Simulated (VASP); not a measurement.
## AlB3P4: single point with PBE

AlB3P4:

```
CELL_PARAMETERS angstrom
-2.40506 2.40506 4.78072
2.40506 -2.40506 4.78072
2.40506 2.40506 -4.78072
ATOMIC_POSITIONS crystal
Al 0.50000 0.50000 0.00000
B 0.00000 0.00000 0.00000
B 0.75000 0.25000 0.50000
B 0.25000 0.75000 0.50000
P 0.35731 0.35731 0.44551
P 0.08819 0.64269 0.00000
P 0.91181 0.91181 0.55449
P 0.64269 0.08819 0.00000
```

```json
{"Program": "VASP 6.6.1", "Task": "single point", "Functional": "PBE", "Potentials or basis": "VASP PAW PBE potentials, release 64 (Al, B, P)", "Cutoff": "520 eV", "k mesh": "8 × 8 × 8", "Occupations": "gaussian, width 0.02 eV", "Spin": "no spin polarisation", "Dipole correction": "no", "Further INCAR settings": "ALGO = Normal; EDIFF = 1e-07; NBANDS = 26"}
```

```yaml
Pressure: -0.2 GPa
Largest_force: 0.006 eV/Å
Band_gap_on_the_k_mesh: 0.92 eV (least direct gap 0.94 eV)
```

Forces in eV/Å, atoms in the order of the input:
```
Al   0.000  0.000  0.000
B    0.000  0.000  0.000
B    0.000  0.000  0.000
B    0.000  0.000  0.000
P    0.003  0.003 -0.005
P   -0.003  0.003  0.005
P   -0.003 -0.003 -0.005
P    0.003 -0.003  0.005
```

Levels at points of the mesh, in eV from the valence-band top:
| k point | band 14 | band 15 | band 16 | band 17 | band 18 | band 19 |
| --- | --- | --- | --- | --- | --- | --- |
| (0.00, 0.00, 0.00) | -0.29 | 0.00 | 0.00 | 0.94 | 1.14 | 3.15 |
| (0.50, 0.00, 0.00) | -2.38 | -1.86 | -1.56 | 2.99 | 3.15 | 3.65 |
| (0.50, 0.50, 0.00) | -1.76 | -0.92 | -0.90 | 2.31 | 2.98 | 3.15 |
| (0.50, 0.50, 0.50) | -2.85 | -1.67 | -1.67 | 1.33 | 1.45 | 1.45 |

Wall time 5.9 min on 1 thread of Intel Xeon 8259CL, with other jobs on the host, peak memory 0.38 GiB.

A k mesh can miss the band edges.
